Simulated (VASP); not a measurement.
# MgO (kscan) (Fm-3m) in VASP: phonons with r2SCAN

Aim: the phonons of MgO (kscan) with r2SCAN.

All numbers are computed with VASP 6.6.1; they aren't measurements. Logs are shortened: lines on timing, memory, paths and dates and some standing lists are left out, and cuts for length are marked.

## Step 1: The cell of the first run

Symmetry: Fm-3m, No. 225, cubic system. The conventional cell has a = 4.208 Å, b = 4.208 Å, c = 4.208 Å, α = 90.00°, β = 90.00°, γ = 90.00°. Within 2.8 Å of Mg (site symmetry m-3m) lie 6 O at 2.10 Å. Within 2.8 Å of O (site symmetry m-3m) lie 6 Mg at 2.10 Å.

## Step 2: Phonons, r2SCAN

INCAR reads:

```
PREC = Accurate
ENCUT = 520
EDIFF = 1E-8
ISMEAR = 0
SIGMA = 0.01
LREAL = False
LASPH = True
NELM = 60
ALGO = Normal
ISIF = 2
LWAVE = False
LCHARG = False
METAGGA = R2SCAN
LMIXTAU = True
IBRION = 6
NFREE = 2
POTIM = 0.015
NSW = 1
```

KPOINTS reads:

```
Automatic mesh
0
Gamma
  10 10 10
```

POSCAR reads:

```
MgO
1.0
    0.0000000000      2.1037650697      2.1037650697
    2.1037650697      0.0000000000      2.1037650697
    2.1037650697      2.1037650697      0.0000000000
Mg O
1 1
Direct
    0.0000000000      0.0000000000      0.0000000000
    0.5000000000      0.5000000000      0.5000000000
```

Potentials or basis: VASP PAW PBE potentials, release 64 (Mg, O).

The run is started by

```console
$ cat potpaw_PBE.64/Mg/POTCAR potpaw_PBE.64/O/POTCAR > POTCAR
$ mpirun -np 1 vasp_std > vasp.out
```

OUTCAR:

```text
PREC = Accurate
   ENCUT = 520
   EDIFF = 1E-8
   ISMEAR = 0
   LREAL = False
   LASPH = True
   NELM = 60
   ISIF = 2
   METAGGA = R2SCAN
   IBRION = 6
   NFREE = 2
   POTIM = 0.015
   NSW = 1

 ion  position               nearest neighbor table
   1  0.000  0.000  0.000-   2 2.10   2 2.10   2 2.10   2 2.10   2 2.10   2 2.10
   2  0.500  0.500  0.500-   1 2.10   1 2.10   1 2.10   1 2.10   1 2.10   1 2.10

  LATTYP: Found a face centered cubic cell.
 ALAT       =     4.2075301394

  Lattice vectors:

 A1 = (   0.0000000000,   2.1037650697,   2.1037650697)
 A2 = (   2.1037650697,   0.0000000000,   2.1037650697)
 A3 = (   2.1037650697,   2.1037650697,   0.0000000000)

Analysis of symmetry for initial positions (statically):
=====================================================================
 Subroutine PRICEL returns:
 Original cell was already a primitive cell.

 Routine SETGRP: Setting up the symmetry group for a
 face centered cubic supercell.

 Subroutine GETGRP returns: Found 48 space group operations
 (whereof 48 operations were pure point group operations)
 out of a pool of 48 trial point group operations.

The static configuration has the point symmetry O_h .

Analysis of symmetry for dynamics (positions and initial velocities):
=====================================================================
 Subroutine PRICEL returns:
 Original cell was already a primitive cell.

 Routine SETGRP: Setting up the symmetry group for a
 face centered cubic supercell.

 Subroutine GETGRP returns: Found 48 space group operations
 (whereof 48 operations were pure point group operations)
 out of a pool of 48 trial point group operations.

The dynamic configuration has the point symmetry O_h .

 Subroutine INISYM returns: Found 48 space group operations
 (whereof 48 operations are pure point group operations),
 and found     1 'primitive' translations

----------------------------------------------------------------------------------------

                                     Primitive cell

  volume of cell :      18.6218

  direct lattice vectors                    reciprocal lattice vectors
     0.000000000  2.103765070  2.103765070    -0.237669123  0.237669123  0.237669123
     2.103765070  0.000000000  2.103765070     0.237669123 -0.237669123  0.237669123
     2.103765070  2.103765070  0.000000000     0.237669123  0.237669123 -0.237669123

  length of vectors
     2.975173094  2.975173094  2.975173094     0.411654997  0.411654997  0.411654997

  position of ions in fractional coordinates (direct lattice)
     0.000000000  0.000000000  0.000000000
     0.500000000  0.500000000  0.500000000

  ion indices of the primitive-cell ions
   primitive index   ion index
                 1           1
                 2           2

----------------------------------------------------------------------------------------

 KPOINTS: Automatic mesh

Automatic generation of k-mesh.
 Grid dimensions read from file:
 generate k-points for:   10   10   10

 Generating k-lattice:

  Cartesian coordinates                     Fractional coordinates (reciprocal lattice)
    -0.023766912  0.023766912  0.023766912     0.100000000  0.000000000  0.000000000
     0.023766912 -0.023766912  0.023766912     0.000000000  0.100000000  0.000000000
     0.023766912  0.023766912 -0.023766912     0.000000000  0.000000000  0.100000000

  Length of vectors
     0.041165500  0.041165500  0.041165500

  Shift w.r.t. Gamma in fractional coordinates (k-lattice)
     0.000000000  0.000000000  0.000000000

 Subroutine IBZKPT returns following result:
 ===========================================

 Found     47 irreducible k-points:

 Following reciprocal coordinates:
            Coordinates               Weight
  0.000000  0.000000  0.000000      1.000000
  0.100000  0.000000  0.000000      8.000000
  0.200000  0.000000  0.000000      8.000000
  0.300000  0.000000  0.000000      8.000000
  0.400000  0.000000  0.000000      8.000000
  0.500000  0.000000  0.000000      4.000000
[... 16 lines left out ...]
  0.300000  0.300000  0.000000      6.000000
  0.400000  0.300000  0.000000     24.000000
 [... further k-points ...]
   k-points           NKPTS =     47   k-points in BZ     NKDIM =     47   number of bands    NBANDS=      8
   number of dos      NEDOS =    301   number of ions     NIONS =      2
   total plane-waves  NPLWV =  13824
   dimension x,y,z NGX =    24 NGY =   24 NGZ =   24
   dimension x,y,z NGXF=    48 NGYF=   48 NGZF=   48
   ions per type =               1   1
   NGX,Y,Z   is equivalent  to a cutoff of  13.41, 13.41, 13.41 a.u.
   NGXF,Y,Z  is equivalent  to a cutoff of  26.82, 26.82, 26.82 a.u.
 SYSTEM =  unknown system
   PREC   = accura    normal or accurate (medium, high low for compatibility)
   ISTART =      0    job   : 0-new  1-cont  2-samecut
   ICHARG =      2    charge: 1-file 2-atom 10-const
   ISPIN  =      1    spin polarized calculation?
   LNONCOLLINEAR =      F non collinear calculations
   LSORBIT =      F    spin-orbit coupling
   LASPH  =      T    aspherical Exc in radial PAW
   ENCUT  =  520.0 eV  38.22 Ry    6.18 a.u.   5.53  5.53  5.53*2*pi/ulx,y,z
   NELM   =     60;   NELMIN=  2; NELMDL= -5     # of ELM steps
   EDIFF  = 0.1E-07   stopping-criterion for ELM
   LREAL  =      F    real-space projection
   EDIFFG = 0.1E-06   stopping-criterion for IOM
   NSW    =     61    number of steps for IOM
   IBRION =      6    ionic relax: 0-MD 1-quasi-New 2-CG
   NFREE  =      2    steps in history (QN), initial steepest desc. (CG)
   ISIF   =      2    stress and relaxation
   ISYM   =      2    0-nonsym 1-usesym 2-fastsym
   POTIM  = 0.0150    time-step for ionic-motion
   TEBEG  =    0.0;   TEEND  =   0.0 temperature during run
   PSTRESS=    0.0 pullay stress
   NELECT =       8.0000    total number of electrons
   NUPDOWN=      -1.0000    fix difference up-down
   EMIN   =  10.00;   EMAX   =-10.00  energy-range for DOS
   EFERMI =   0.00;   METHOD = LEGACY
   ISMEAR =     0;   SIGMA  =   0.01  broadening in eV -4-tet -1-fermi 0-gaus
   EFERMI_NEDOS =   21; number of points for ismear=-14 and -15
   IALGO  =     38    algorithm
   IMIX   =      4    mixing-type and parameters
     AMIX     =   0.40;   BMIX     =  1.00
     AMIX_MAG =   1.60;   BMIX_MAG =  1.00
  volume/ion in A,a.u.               =       9.31        62.83
  Fermi-wavevector in a.u.,A,eV,Ry     =   1.235277  2.334335 20.761246  1.525909
  Thomas-Fermi vector in A             =   2.369933
   LORBIT       =      0    0 simple, 1 ext, 2 COOP (PROOUT), +10 PAW based schemes
   METAGGA = R2SCAN    functional components
   LHFCALC =     F    Hartree Fock is set to
   AEXX    =    0.0000 exact exchange contribution
   IVDW    =     0    specifies the selected vdW correction
   LEPSILON=     F    determine dielectric tensor
   LRPA    =     F    only Hartree local field effects (RPA)
 finite differences with symmetry
 non-spin polarized calculation
 Gauss-broadening in eV      SIGMA  =   0.01
  energy-cutoff  :      520.00
  volume of cell :       18.62
 maximum number of plane-waves:       531
 NGX is ok and might be reduce to    24
   NGX = 11   NGY = 11   NGZ = 11

--------------------------------------- Ionic step        1  -------------------------------------------

 number of electron       8.0000005 magnetization

 Free energy of the ion-electron system (eV)
  ---------------------------------------------------
  ext. energy  EPLUGINS =         0.00000000
  ---------------------------------------------------
  free energy    TOTEN  =       -16.16083477 eV

  energy without entropy =      -16.16083477  energy(sigma->0) =      -16.16083477

------------------------ aborting loop because EDIFF is reached ----------------------------------------

  FORCE on cell =-STRESS in cart. coord.  units (eV):
  Direction    XX          YY          ZZ          XY          YZ          ZX
  --------------------------------------------------------------------------------------
  -------------------------------------------------------------------------------------
  Total       -0.1761301     -0.1761301     -0.1761301      0.0000000     -0.0000000     -0.0000000
  in kB      -15.1538349    -15.1538349    -15.1538349      0.0000000     -0.0000000     -0.0000000
  external PRESSURE =     -15.1538349 kB  Pullay stress =       0.0000000 kB
[... 129 lines left out ...]
  energy  without entropy=      -16.1602085223  energy(sigma->0) =      -16.16020852

--------------------------------------- Ionic step        5  -------------------------------------------

 number of electron       8.0000002 magnetization

 Free energy of the ion-electron system (eV)
  ---------------------------------------------------
  ext. energy  EPLUGINS =         0.00000000
  ---------------------------------------------------
  free energy    TOTEN  =       -16.16020848 eV

  energy without entropy =      -16.16020848  energy(sigma->0) =      -16.16020848

 E-fermi :   2.9279     XC(G=0): -11.6115

 val. band max:        2.7993187525   @ k =   0.0000   0.0000   0.0000
 cond. band min:       8.4359522575   @ k =   0.0000   0.0000   0.0000
 fundamental gap:      5.6366335050
 Fermi energy:         2.9279452645

 k-point     1 :       0.0000    0.0000    0.0000
  band No.  band energies     occupation
      1     -15.4177      2.00000
      2       2.7990      2.00000
      3       2.7993      2.00000
      4       2.7993      2.00000
      5       8.4360      0.00000
      6      19.6524      0.00000
      7      19.6529      0.00000
      8      19.6529      0.00000
[... 243 lines left out ...]
 k-point    24 :       0.4000    0.3000    0.0000
  band No.  band energies     occupation
      1     -14.2048      2.00000
      2      -0.7888      2.00000
      3       1.4762      2.00000
      4       1.6907      2.00000
      5      13.4098      0.00000
      6      13.9536      0.00000
      7      17.6057      0.00000
      8      22.3153      0.00000

 [... further k-points ...]
[... 5 lines left out ...]
  --------------------------------------------------------------------------------------
  -------------------------------------------------------------------------------------
  Total       -0.1672248     -0.1767926     -0.1767926     -0.0000000      0.0000000      0.0000000
  in kB      -14.3876427    -15.2108347    -15.2108347     -0.0000000      0.0000000      0.0000000
  external PRESSURE =     -14.9364374 kB  Pullay stress =       0.0000000 kB
[... 17 lines left out ...]
  FREE ENERGIE OF THE ION-ELECTRON SYSTEM (eV)
  ---------------------------------------------------
  free  energy   TOTEN  =       -16.1602084823 eV

  energy  without entropy=      -16.1602084823  energy(sigma->0) =      -16.16020848

 INTERNAL STRAIN TENSORS FROM DISPLACED ATOMS
 ============================================

 INTERNAL STRAIN TENSOR FOR ION    1 for displacements in x,y,z  (eV/Angst):
          X           Y           Z          XY          YZ          ZX
  --------------------------------------------------------------------------------
  x     0.00000     0.00000     0.00000     0.00000     0.00000     0.00000
  y     0.00000     0.00000     0.00000     0.00000     0.00000     0.00000
  z     0.00000     0.00000     0.00000     0.00000     0.00000     0.00000

 INTERNAL STRAIN TENSOR FOR ION    2 for displacements in x,y,z  (eV/Angst):
          X           Y           Z          XY          YZ          ZX
  --------------------------------------------------------------------------------
  x     0.00000     0.00000     0.00000     0.00000     0.00000     0.00000
  y     0.00000     0.00000     0.00000     0.00000     0.00000     0.00000
  z     0.00000     0.00000     0.00000     0.00000     0.00000     0.00000

 Eigenvectors and eigenvalues of the dynamical matrix
 ----------------------------------------------------

   1 f  =   11.953209 THz    75.104226 2PiTHz  398.716128 cm-1    49.434477 meV
             X         Y         Z           dx          dy          dz
      0.000000  0.000000  0.000000     0.000000    0.625555    0.000000
      2.103765  2.103765  2.103765     0.000000   -0.780180    0.000000

   2 f  =   11.953209 THz    75.104226 2PiTHz  398.716128 cm-1    49.434477 meV
             X         Y         Z           dx          dy          dz
      0.000000  0.000000  0.000000    -0.625555    0.000000    0.000000
      2.103765  2.103765  2.103765     0.780180    0.000000    0.000000
[... 11 lines left out ...]
   5 f/i=    0.069153 THz     0.434498 2PiTHz    2.306680 cm-1     0.285992 meV
             X         Y         Z           dx          dy          dz
      0.000000  0.000000  0.000000     0.000000   -0.780180    0.000000
      2.103765  2.103765  2.103765     0.000000   -0.625555    0.000000

   6 f/i=    0.069153 THz     0.434498 2PiTHz    2.306680 cm-1     0.285992 meV
             X         Y         Z           dx          dy          dz
      0.000000  0.000000  0.000000     0.000000    0.000000    0.780180
      2.103765  2.103765  2.103765     0.000000    0.000000    0.625555

 ELASTIC MODULI CONTR FROM IONIC RELAXATION (kBar)
 Direction    XX          YY          ZZ          XY          YZ          ZX
 --------------------------------------------------------------------------------
 XX           0.0000      0.0000      0.0000      0.0000      0.0000      0.0000
 YY           0.0000      0.0000      0.0000      0.0000      0.0000      0.0000
 ZZ           0.0000      0.0000      0.0000      0.0000      0.0000      0.0000
 XY           0.0000      0.0000      0.0000      0.0000      0.0000      0.0000
 YZ           0.0000      0.0000      0.0000      0.0000      0.0000      0.0000
 ZX           0.0000      0.0000      0.0000      0.0000      0.0000      0.0000
 --------------------------------------------------------------------------------
```

Run time: 8.6 min. Hardware: 1 thread of AMD EPYC 7R43 (Zen 3), shared host; peak memory 0.14 GiB.

What came out:

- Highest phonon frequency at Γ, LO-TO splitting left out: 399 cm⁻¹

Phonon frequencies in cm⁻¹ (negative: imaginary):
```csv
q point,frequencies
"(0.000, 0.000, 0.000)",-2 -2 -2 399 399 399
```

Caveat: the cell wasn't relaxed at this level first, which shifts response properties; the PAW data sets were made with another functional, which shifts forces and pressure a little.
